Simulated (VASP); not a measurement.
Crystal: ZrB.

```xyz
6
Lattice="4.4753 0.0000 0.0000 -2.2377 3.8758 0.0000 0.0000 0.0000 3.7040" Properties=species:S:1:pos:R:3 pbc="T T T"
Zr    0.0000    0.0000    0.0000
Zr    0.0000    2.5838    1.8520
Zr    2.2377    1.2919    1.8520
B     2.2377    0.0000    0.0000
B     1.1188    1.9379    0.0000
B    -1.1188    1.9379    0.0000
```

The cell was generated, and may not be a known phase.

```yaml
Program: VASP 6.6.1
Task: relaxation of cell and atoms
Functional: PBE
Potentials_or_basis: VASP PAW PBE potentials, release 64 (Zr_sv, B)
Cutoff: 600 eV
k_mesh: 6 × 6 × 6
Occupations: gaussian, width 0.1 eV
Spin: no spin polarisation
```

At the start: pressure 84.2 GPa; volume 10.71 Å³/atom.

Where does the relaxation end?

Over 12 steps the energy falls by 881.7 meV/atom and the volume is 14.90 Å³/atom (+39.1 %); space group P6/mmm (No. 191, to 0.1 Å) before and after.

Step by step:
```csv
step,energy change (eV),largest force (eV/Å),pressure (GPa),volume (Å³)
1,0.0000,0.0000,84.20,64.25
2,0.2826,0.0000,-28.11,132.06
3,-5.0002,0.0000,-3.45,90.49
4,-5.0204,0.0000,-1.07,88.97
5,-5.0221,0.0000,-0.15,88.41
6,-5.1856,0.0000,0.06,88.77
7,-5.2813,0.0000,0.28,88.98
8,-5.0533,0.0000,3.16,88.90
9,-5.2894,0.0000,0.57,89.02
10,-5.2893,0.0000,0.62,89.02
11,-5.2886,0.0000,-0.80,89.88
12,-5.2899,0.0000,0.02,89.38
```

Final structure:
```cif
data_structure
_symmetry_space_group_name_H-M 'P 1'
_symmetry_Int_Tables_number 1
_cell_length_a 5.2135
_cell_length_b 5.2135
_cell_length_c 3.7970
_cell_angle_alpha 90.000
_cell_angle_beta 90.000
_cell_angle_gamma 120.000
_cell_volume 89.38
loop_
_atom_site_label
_atom_site_type_symbol
_atom_site_fract_x
_atom_site_fract_y
_atom_site_fract_z
_atom_site_occupancy
Zr1 Zr 0.00000 0.00000 0.00000 1
Zr2 Zr 0.33333 0.66667 0.50000 1
Zr3 Zr 0.66667 0.33333 0.50000 1
B1 B 0.50000 0.00000 0.00000 1
B2 B 0.50000 0.50000 0.00000 1
B3 B 0.00000 0.50000 0.00000 1
```

Caveat: the volume moved by over 15 % at a fixed basis, so the end points are rough.
